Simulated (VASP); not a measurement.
## Ga2SnO3: single point with PBE

The system is Ga2SnO3.

```
CELL_PARAMETERS angstrom
-3.68949 3.68949 3.54249
3.68949 -3.68949 3.54249
3.68949 3.68949 -3.54249
ATOMIC_POSITIONS crystal
Ga 0.75000 0.25000 0.50000
Ga 0.25000 0.75000 0.50000
Sn 0.50000 0.50000 0.00000
O 0.50000 0.00000 0.50000
O 0.00000 0.50000 0.50000
O 0.00000 0.00000 0.00000
```

The cell was generated, and may not be a known phase.

* Program: VASP 6.6.1
* Task: single point
* Functional: PBE
* Potentials or basis: VASP PAW PBE potentials, release 64 (Ga_d, Sn_d, O)
* Cutoff: 520 eV
* k mesh: 4 × 4 × 4
* Occupations: gaussian, width 0.1 eV
* Spin: no spin polarisation

- Pressure: -2.2 GPa
- Band gap on the k mesh: zero (filled and empty bands touch)

Stress tensor (GPa, compression positive):
```
-2.42  0.00  0.00
 0.00 -2.42  0.00
 0.00  0.00 -1.68
```

Levels at points of the mesh, in eV from the Fermi level:
```
           k point  band 25  band 26  band 27  band 28  band 29  band 30  band 31  band 32  band 33  band 34
(0.00, 0.00, 0.00)    -3.35    -1.79    -1.04    -0.16    -0.16     0.55     0.55     1.44     1.72     1.72
(0.50, 0.00, 0.00)    -3.70    -0.71    -0.45    -0.31    -0.16     0.25     0.35     0.66     1.57     2.82
(0.50, 0.50, 0.00)    -3.25    -2.31    -1.25    -0.21    -0.05     0.17     0.82     0.94     2.49     2.83
(0.50, 0.50, 0.50)    -3.28    -1.65    -1.18    -0.36    -0.36     0.45     0.45     1.09     2.63     2.63
```

It took 6 min on 1 thread of Intel Xeon 8259CL, on a shared host, peak memory 0.37 GiB.

Caveat: spin-orbit coupling is left out, which moves the levels of the heavy elements.
